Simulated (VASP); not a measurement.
A run of VASP 6.6.1 is set up as follows.

INCAR

```
SYSTEM = Ti2Co
PREC = Accurate
ENCUT = 520
EDIFF = 1E-7
ISMEAR = 1
SIGMA = 0.05
LREAL = .False.
LASPH = .True.
NELM = 150
ALGO = Normal
ISIF = 2
LWAVE = .False.
LCHARG = .True.
ISPIN = 2
MAGMOM = 0 0 0 0 0.59 0.59
LORBIT = 11
LMAXMIX = 4
GGA = PS
LELF = .True.
LVHAR = .True.
NBANDS = 46
```

KPOINTS

```
Automatic mesh
0
Gamma
  10 10 10
  0 0 0
```

File POSCAR:

```
Ti2Co
1.0
    0.0000000000      3.3650000000      3.3650000000
    3.3650000000      0.0000000000      3.3650000000
    3.3650000000      3.3650000000      0.0000000000
Ti Co
4 2
Direct
    0.1250000000      0.1250000000      0.1250000000
    0.6250000000      0.1250000000      0.1250000000
    0.1250000000      0.1250000000      0.6250000000
    0.1250000000      0.6250000000      0.1250000000
    0.5000000000      0.5000000000      0.5000000000
    0.7500000000      0.7500000000      0.7500000000
```

Potentials or basis: VASP PAW PBE potentials, release 64 (Ti_sv, Co).

Run with:

```bash
$ cat potpaw_PBE.64/Ti_sv/POTCAR potpaw_PBE.64/Co/POTCAR > POTCAR
$ mpirun -np 1 vasp_std > vasp.out
```

Task: Estimate the net moment.

Result: 1.14 μB per cell.

Task: Estimate the site moments.

Result: Ti +0.04; Co +0.53 μB.

Task: What does it give for the pressure?

Result: 15.8 GPa.

Caveat: the cell stands under pressure; the PAW data sets were made with another functional, which shifts forces and pressure a little.
